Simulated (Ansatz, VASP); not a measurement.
**TePb in VASP and in Ansatz**

INCAR

```
AGGAC = 1.0
AGGAX = 1.0
ALDAC = 0.0
ALDAX = 1.0
ALGO = Normal
EDIFF = 1E-6
ENCUT = 500
GGA = B5
GGA_COMPAT = F
ISIF = 2
ISMEAR = -1
LASPH = T
LCHARG = F
LORBIT = 11
LORBMOM = T
LREAL = F
LSORBIT = T
LWAVE = F
MAGMOM = 0 0 0 0 0 0
NBANDS = 32
NELM = 200
PREC = Accurate
SIGMA = 0.008617333262145177
```

File KPOINTS:

```
k-points
0
Gamma
  2 2 2
```

The input POSCAR:

```
TePb
1.0
    0.0000000000      3.1153350176      3.1153350176
    3.1153350176      0.0000000000      3.1153350176
    3.1153350176      3.1153350176      0.0000000000
Te Pb
1 1
Direct
    0.0000000000      0.0000000000      0.0000000000
    0.5000000000      0.5000000000      0.5000000000
```

Input for Ansatz:

```yaml
crystal:
  lattice:
    - [0.0, 3.1153350176, 3.1153350176]
    - [3.1153350176, 0.0, 3.1153350176]
    - [3.1153350176, 3.1153350176, 0.0]
  atoms:
    - { symbol: Te, position: [0.0, 0.0, 0.0] }
    - { symbol: Pb, position: [0.5, 0.5, 0.5] }
basis: {}
kpoints:
  mp_grid: { grid: [2, 2, 2] }
hamiltonian:
  xc: blyp
  pseudopotentials: { kind: paw, source: ansatz }
scf:
  occupations: { method: fermi_dirac, width: "100 K" }
  n_extra_bands: 12
  max_iter: 62
output:
  forces: true
  stress: true
  eigenvalues: true
magnetization:
  noncollinear: true
  spin_orbit: true
```

Alike in both runs: task single point; functional BLYP; k mesh 2 × 2 × 2; non-collinear spin, spin-orbit coupling.

```csv
,VASP,Ansatz
version,VASP 6.6.1,Ansatz 0.2.0
potentials or method,"VASP PAW PBE potentials, release 64 (Te, Pb_d)",plane waves
plane-wave cutoff (eV),500,640
occupations,"fermi-dirac, width 0.00861733 eV",fermi-dirac
valence electrons in the cell,20,38
```

```tsv
	VASP	Ansatz	Ansatz less VASP
pressure (GPa)	14.7	14.3	-0.39
```

VASP's potentials were made for PBE, not for BLYP. VASP's potentials hold 20 valence electrons a cell and Ansatz's 38, so a difference there can come from the potentials and not from the codes.

The k mesh is coarse, so the values compare programs but aren't converged.
